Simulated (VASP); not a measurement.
# SiN (P-6m2) in VASP: a series of runs, part 2 of 2

VASP 6.6.1.

## Step 5: Single point, PBE

Input file INCAR:

```
  ALGO = Normal
  EDIFF = 1E-7
  ENCUT = 520
  GGA = PE
  ISIF = 2
  ISMEAR = 0
  LASPH = T
  LCHARG = F
  LREAL = F
  LWAVE = F
  NBANDS = 12
  NELM = 100
  PREC = Accurate
  SIGMA = 0.1
```

Input file KPOINTS:

```
k-points
0
Gamma
  24 24 20
```

Input file POSCAR:

```
SiN
1.0
    2.7459707339      0.0000000000      0.0000000000
   -1.3729853670      2.3780804136      0.0000000000
    0.0000000000      0.0000000000      2.6787814410
Si N
1 1
Direct
    0.0000000000      0.0000000000      0.0000000000
    0.6666666667      0.3333333333      0.5000000000
```

Potentials or basis: VASP PAW PBE potentials, release 64 (Si, N).

Launch:

```
$ cat potpaw_PBE.64/Si/POTCAR potpaw_PBE.64/N/POTCAR > POTCAR
$ mpirun -np 1 vasp_std > vasp.out
```

OUTCAR:

```text
EDIFF = 1E-7
   ENCUT = 520
   GGA = PE
   ISIF = 2
   ISMEAR = 0
   LASPH = T
   LREAL = F
   NELM = 100
   PREC = Accurate

 ion  position               nearest neighbor table
   1  0.000  0.000  0.000-   2 2.08   2 2.08   2 2.08   2 2.08   2 2.08   2 2.08
   2  0.667  0.333  0.500-   1 2.08   1 2.08   1 2.08   1 2.08   1 2.08   1 2.08

  LATTYP: Found a hexagonal cell.
 ALAT       =     2.7459707339
 C/A-ratio  =     0.9755316792

  Lattice vectors:

 A1 = (   2.7459707339,   0.0000000000,   0.0000000000)
 A2 = (  -1.3729853670,   2.3780804136,   0.0000000000)
 A3 = (   0.0000000000,   0.0000000000,   2.6787814410)

Analysis of symmetry for initial positions (statically):
=====================================================================
 Subroutine PRICEL returns:
 Original cell was already a primitive cell.

 Routine SETGRP: Setting up the symmetry group for a
 hexagonal supercell.

 Subroutine GETGRP returns: Found 12 space group operations
 (whereof 12 operations were pure point group operations)
 out of a pool of 24 trial point group operations.

The static configuration has the point symmetry D_3h.

Analysis of symmetry for dynamics (positions and initial velocities):
=====================================================================
 Subroutine PRICEL returns:
 Original cell was already a primitive cell.

 Routine SETGRP: Setting up the symmetry group for a
 hexagonal supercell.

 Subroutine GETGRP returns: Found 12 space group operations
 (whereof 12 operations were pure point group operations)
 out of a pool of 24 trial point group operations.

The dynamic configuration has the point symmetry D_3h.

 Subroutine INISYM returns: Found 12 space group operations
 (whereof 12 operations are pure point group operations),
 and found     1 'primitive' translations

----------------------------------------------------------------------------------------

                                     Primitive cell

  volume of cell :      17.4928

  direct lattice vectors                    reciprocal lattice vectors
     2.745970734  0.000000000  0.000000000     0.364169941  0.210253613  0.000000000
    -1.372985367  2.378080414  0.000000000     0.000000000  0.420507227  0.000000000
     0.000000000  0.000000000  2.678781441     0.000000000  0.000000000  0.373304065

  length of vectors
     2.745970734  2.745970734  2.678781441     0.420507227  0.420507227  0.373304065

  position of ions in fractional coordinates (direct lattice)
     0.000000000  0.000000000  0.000000000
     0.666666667  0.333333333  0.500000000

  ion indices of the primitive-cell ions
   primitive index   ion index
                 1           1
                 2           2

----------------------------------------------------------------------------------------

 KPOINTS: k-points

Automatic generation of k-mesh.
 Grid dimensions read from file:
 generate k-points for:   24   24   20

 Generating k-lattice:

  Cartesian coordinates                     Fractional coordinates (reciprocal lattice)
     0.015173748  0.008760567  0.000000000     0.041666667  0.000000000  0.000000000
     0.000000000  0.017521134  0.000000000     0.000000000  0.041666667  0.000000000
     0.000000000  0.000000000  0.018665203     0.000000000  0.000000000  0.050000000

  Length of vectors
     0.017521134  0.017521134  0.018665203

  Shift w.r.t. Gamma in fractional coordinates (k-lattice)
     0.000000000  0.000000000  0.000000000

 Subroutine IBZKPT returns following result:
 ===========================================

 Found    671 irreducible k-points:

 Following reciprocal coordinates:
            Coordinates               Weight
  0.000000  0.000000  0.000000      1.000000
  0.041667 -0.000000  0.000000      6.000000
  0.083333 -0.000000  0.000000      6.000000
  0.125000 -0.000000  0.000000      6.000000
  0.166667 -0.000000  0.000000      6.000000
  0.208333 -0.000000  0.000000      6.000000
[... 16 lines left out ...]
  0.416667  0.041667  0.000000     12.000000
  0.458333  0.041667  0.000000     12.000000
 [... further k-points ...]
   k-points           NKPTS =    671   k-points in BZ     NKDIM =    671   number of bands    NBANDS=     12
   number of dos      NEDOS =    301   number of ions     NIONS =      2
   total plane-waves  NPLWV =   8000
   dimension x,y,z NGX =    20 NGY =   20 NGZ =   20
   dimension x,y,z NGXF=    40 NGYF=   40 NGZF=   40
   ions per type =               1   1
   NGX,Y,Z   is equivalent  to a cutoff of  12.11, 12.11, 12.41 a.u.
   NGXF,Y,Z  is equivalent  to a cutoff of  24.22, 24.22, 24.82 a.u.
 SYSTEM =  unknown system
   PREC   = accura    normal or accurate (medium, high low for compatibility)
   ISTART =      0    job   : 0-new  1-cont  2-samecut
   ICHARG =      2    charge: 1-file 2-atom 10-const
   ISPIN  =      1    spin polarized calculation?
   LNONCOLLINEAR =      F non collinear calculations
   LSORBIT =      F    spin-orbit coupling
   LASPH  =      T    aspherical Exc in radial PAW
   ENCUT  =  520.0 eV  38.22 Ry    6.18 a.u.   5.11  5.11  4.98*2*pi/ulx,y,z
   NELM   =    100;   NELMIN=  2; NELMDL= -5     # of ELM steps
   EDIFF  = 0.1E-06   stopping-criterion for ELM
   LREAL  =      F    real-space projection
   EDIFFG = 0.1E-05   stopping-criterion for IOM
   NSW    =      0    number of steps for IOM
   IBRION =     -1    ionic relax: 0-MD 1-quasi-New 2-CG
   NFREE  =      0    steps in history (QN), initial steepest desc. (CG)
   ISIF   =      2    stress and relaxation
   ISYM   =      2    0-nonsym 1-usesym 2-fastsym
   POTIM  = 0.5000    time-step for ionic-motion
   TEBEG  =    0.0;   TEEND  =   0.0 temperature during run
   PSTRESS=    0.0 pullay stress
   NELECT =       9.0000    total number of electrons
   NUPDOWN=      -1.0000    fix difference up-down
   EMIN   =  10.00;   EMAX   =-10.00  energy-range for DOS
   EFERMI =   0.00;   METHOD = LEGACY
   ISMEAR =     0;   SIGMA  =   0.10  broadening in eV -4-tet -1-fermi 0-gaus
   EFERMI_NEDOS =   21; number of points for ismear=-14 and -15
   IALGO  =     38    algorithm
   IMIX   =      4    mixing-type and parameters
     AMIX     =   0.40;   BMIX     =  1.00
     AMIX_MAG =   1.60;   BMIX_MAG =  1.00
  volume/ion in A,a.u.               =       8.75        59.02
  Fermi-wavevector in a.u.,A,eV,Ry     =   1.311804  2.478951 23.413325  1.720831
  Thomas-Fermi vector in A             =   2.442241
   LORBIT       =      0    0 simple, 1 ext, 2 COOP (PROOUT), +10 PAW based schemes
   GGA     = PE    functional components
   LHFCALC =     F    Hartree Fock is set to
   AEXX    =    0.0000 exact exchange contribution
   IVDW    =     0    specifies the selected vdW correction
   LEPSILON=     F    determine dielectric tensor
   LRPA    =     F    only Hartree local field effects (RPA)
 non-spin polarized calculation
 Gauss-broadening in eV      SIGMA  =   0.10
  energy-cutoff  :      520.00
  volume of cell :       17.49
 maximum number of plane-waves:       483
   NGX = 11   NGY = 11   NGZ =  9

 number of electron       9.0000000 magnetization

 Free energy of the ion-electron system (eV)
  ---------------------------------------------------
  ext. energy  EPLUGINS =         0.00000000
  ---------------------------------------------------
  free energy    TOTEN  =       -12.80284121 eV

  energy without entropy =      -12.79994188  energy(sigma->0) =      -12.80139154

 E-fermi :  12.7179     XC(G=0): -12.5206

 val. band max:       12.7176694041   @ k =   0.2917   0.0417   0.0500
 cond. band min:      12.7233334846   @ k =   0.1667  -0.0000   0.1000
 fundamental gap:      0.0056640805
 Fermi energy:        12.7179111840

 k-point     1 :       0.0000    0.0000    0.0000
  band No.  band energies     occupation
      1      -8.4102      2.00000
      2       7.5089      2.00000
      3       9.2989      2.00000
      4       9.2989      2.00000
      5      10.2599      2.00000
      6      17.6805      0.00000
      7      19.6135      0.00000
      8      19.6135      0.00000
      9      24.6475      0.00000
     10      26.5826      0.00000
     11      28.4379      0.00000
     12      28.4379      0.00000
[... 331 lines left out ...]
 k-point    24 :       0.4583    0.0417    0.0000
  band No.  band energies     occupation
      1      -5.0733      2.00000
      2       0.3196      2.00000
      3       7.1466      2.00000
      4       9.2224      2.00000
      5      12.5540      1.97956
      6      17.1720      0.00000
      7      18.7699      0.00000
      8      19.8332      0.00000
      9      22.5890      0.00000
     10      28.4943      0.00000
     11      28.5057      0.00000
     12      30.5960      0.00000

 [... further k-points ...]
[... 5 lines left out ...]
  --------------------------------------------------------------------------------------
  -------------------------------------------------------------------------------------
  Total        0.0034076      0.0034076      0.0088957     -0.0000000      0.0000000      0.0000000
  in kB        0.3121022      0.3121022      0.8147602     -0.0000000      0.0000000      0.0000000
  external PRESSURE =       0.4796549 kB  Pullay stress =       0.0000000 kB

 VOLUME and BASIS-vectors are now :
 -----------------------------------------------------------------------------
  energy-cutoff  :      520.00
  volume of cell :       17.49
      direct lattice vectors                 reciprocal lattice vectors
     2.745970734  0.000000000  0.000000000     0.364169941  0.210253613  0.000000000
    -1.372985367  2.378080414  0.000000000     0.000000000  0.420507227  0.000000000
     0.000000000  0.000000000  2.678781441     0.000000000  0.000000000  0.373304065

 POSITION                                       TOTAL-FORCE (eV/Angst)
 -----------------------------------------------------------------------------------
      0.00000      0.00000      0.00000         0.000000      0.000000      0.000000
      1.37299      0.79269      1.33939        -0.000000     -0.000000      0.000000
 -----------------------------------------------------------------------------------
    total drift:                               -0.000000      0.000000      0.000000

  FREE ENERGIE OF THE ION-ELECTRON SYSTEM (eV)
  ---------------------------------------------------
  free  energy   TOTEN  =       -12.8028412064 eV

  energy  without entropy=      -12.7999418769  energy(sigma->0) =      -12.80139154
```

OSZICAR:

```text
N       E                     dE             d eps       ncg     rms          rms(c)
DAV:   1     0.120492385398E+02    0.12049E+02   -0.44300E+03 17108   0.617E+02
DAV:   2    -0.130774004073E+02   -0.25127E+02   -0.24031E+02 19972   0.140E+02
DAV:   3    -0.137772759526E+02   -0.69988E+00   -0.69788E+00 19952   0.199E+01
DAV:   4    -0.137787352621E+02   -0.14593E-02   -0.14593E-02 17480   0.107E+00
DAV:   5    -0.137787390744E+02   -0.38123E-05   -0.38113E-05 19868   0.535E-02    0.707E+00
DAV:   6    -0.128045530715E+02    0.97419E+00   -0.50331E+00 17180   0.114E+01    0.303E+00
DAV:   7    -0.128069943825E+02   -0.24413E-02   -0.13280E-01 18572   0.294E+00    0.176E+00
DAV:   8    -0.128030676822E+02    0.39267E-02   -0.14121E-02 17580   0.863E-01    0.150E-01
DAV:   9    -0.128027865868E+02    0.28110E-03   -0.21097E-03 19932   0.264E-01    0.769E-02
DAV:  10    -0.128028417871E+02   -0.55200E-04   -0.14137E-04 17396   0.916E-02    0.175E-02
DAV:  11    -0.128028420493E+02   -0.26219E-06   -0.12537E-06 20276   0.781E-03    0.118E-02
DAV:  12    -0.128028411719E+02    0.87735E-06   -0.89256E-07 17432   0.645E-03    0.148E-03
DAV:  13    -0.128028412064E+02   -0.34470E-07   -0.18529E-08  9560   0.124E-03
   1 F= -.12802841E+02 E0= -.12801392E+02  d E =-.289933E-02
```

It took 65 s on 1 thread of Intel Xeon Platinum 8488C (Sapphire Rapids), shared host; peak memory 0.23 GiB.

Results:

- Free energy: -12.8028 eV
- Pressure: 0.0 GPa

Levels at points of the mesh, in eV from the Fermi level:
| k point | band 2 | band 3 | band 4 | band 5 | band 6 | band 7 |
| --- | --- | --- | --- | --- | --- | --- |
| (0.00, 0.00, 0.00) | -5.21 | -3.42 | -3.42 | -2.46 | 4.96 | 6.90 |
| (0.50, 0.00, 0.00) | -12.47 | -5.35 | -3.49 | -0.39 | 4.50 | 5.96 |
| (0.00, 0.00, 0.50) | -14.12 | -2.32 | -2.32 | 4.15 | 4.22 | 8.87 |
| (0.50, 0.00, 0.50) | -10.20 | -9.43 | -5.33 | -3.82 | 4.42 | 4.68 |

## Step 6: The runs side by side

```csv
task,cell,k mesh,cutoff (eV),gap on the mesh (eV),pressure (GPa)
single point,"a = 2.755, b = 2.755, c = 2.663 Å, angles 90.0, 90.0, 120.0°, 2 atoms",6 × 6 × 6,520,none,0.1
single point,"a = 2.863, b = 2.863, c = 2.792 Å, angles 90.0, 90.0, 120.0°, 2 atoms",6 × 6 × 6,520,none,-16.9
relaxation of cell and atoms,"relaxed from a = 2.863, b = 2.863, c = 2.792 Å, angles 90.0, 90.0, 120.0°, 2 atoms",6 × 6 × 6,600,none,0.0
single point,"a = 2.746, b = 2.746, c = 2.679 Å, angles 90.0, 90.0, 120.0°, 2 atoms",24 × 24 × 20,520,none,0.0
```

Alike in all rows: level PBE; potentials or basis VASP PAW PBE potentials, release 64 (Si, N); no spin polarisation; smearing gaussian 0.1 eV.

Caveats: some runs use coarse meshes.

Total energies depend on the potentials used, so only differences within one code and one set of settings carry meaning.
